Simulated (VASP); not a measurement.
The system is Si4F.

```
CELL_PARAMETERS angstrom
-2.73306 2.73306 2.80211
2.73306 -2.73306 2.80211
2.73306 2.73306 -2.80211
ATOMIC_POSITIONS crystal
Si 0.50000 0.50000 0.50000
Si 0.00000 0.00000 0.50000
Si 0.50000 0.00000 0.00000
Si 0.00000 0.50000 0.00000
F 0.50000 0.50000 0.00000
```

The cell was generated, and may not be a known phase.

```yaml
Program: VASP 6.6.1
Task: relaxation of cell and atoms
Functional: PBE
Potentials_or_basis: VASP PAW PBE potentials, release 64 (Si, F)
Cutoff: 600 eV
k_mesh: 4 × 4 × 4
Occupations: gaussian, width 0.1 eV
Spin: no spin polarisation
```

At the start: pressure -0.5 GPa; volume 16.74 Å³/atom.

Question: Where does the relaxation end?

Answer: Over 28 steps the energy falls by 205.9 meV/atom and the volume is 18.07 Å³/atom (+7.9 %); space group I4/mmm (No. 139, to 0.1 Å) before and after.

The path:
```
step  energy change (eV)  largest force (eV/Å)  pressure (GPa)  volume (Å³)
   1              0.0000                0.0000           -0.51        83.72
   2             -0.0130                0.0000            0.16        83.07
   3             -0.0528                0.0000            2.41        81.08
   4             -0.1150                0.0000            8.09        77.01
   5              0.5474                0.0000           30.32        68.56
   6             -0.1161                0.0000            8.89        76.51
   7             -0.1141                0.0000           10.08        75.87
   8             -0.1147                0.0000           10.12        75.86
   9             -0.1165                0.0000           10.28        75.80
  10             -0.1200                0.0000           10.53        75.68
  11             -0.1269                0.0000           11.09        75.45
  12             -0.1395                0.0000           12.25        74.98
  13             -0.1443                0.0000           14.75        74.02
  14             -0.1472                0.0000           13.99        74.31
  15             -0.1612                0.0000           14.10        74.34
  16             -0.1993                0.0000           14.35        74.40
  17             -0.2584                0.0000           15.02        74.50
  18             -0.3154                0.0000           16.14        74.64
  19             -0.1985                0.0000           20.97        74.60
  20             -0.3184                0.0000           17.56        74.67
  21             -0.4450                0.0000           15.49        75.95
  22             -0.7412                0.0000            9.96        79.85
  23             -1.0151                0.0000            1.62        87.98
  24             -1.0282                0.0000           -0.01        90.15
  25             -1.0285                0.0000           -0.20        90.48
  26             -1.0283                0.0000           -0.40        90.81
  27             -1.0288                0.0000           -0.30        90.68
  28             -1.0296                0.0000           -0.02        90.36
```

Final structure:
```
CELL_PARAMETERS angstrom
-2.46696 2.46696 3.71169
2.46696 -2.46696 3.71169
2.46696 2.46696 -3.71169
ATOMIC_POSITIONS crystal
Si 0.50000 0.50000 0.50000
Si 0.00000 0.00000 0.50000
Si 0.50000 0.00000 0.00000
Si 0.00000 0.50000 0.00000
F 0.50000 0.50000 0.00000
```

Caveat: the k points lie up to 0.38 Å⁻¹ apart in the final cell, too coarse for converged energies and pressures of a metal; an odd number of electrons without spin polarisation forces a metal; a magnetic or distorted state may lie lower.
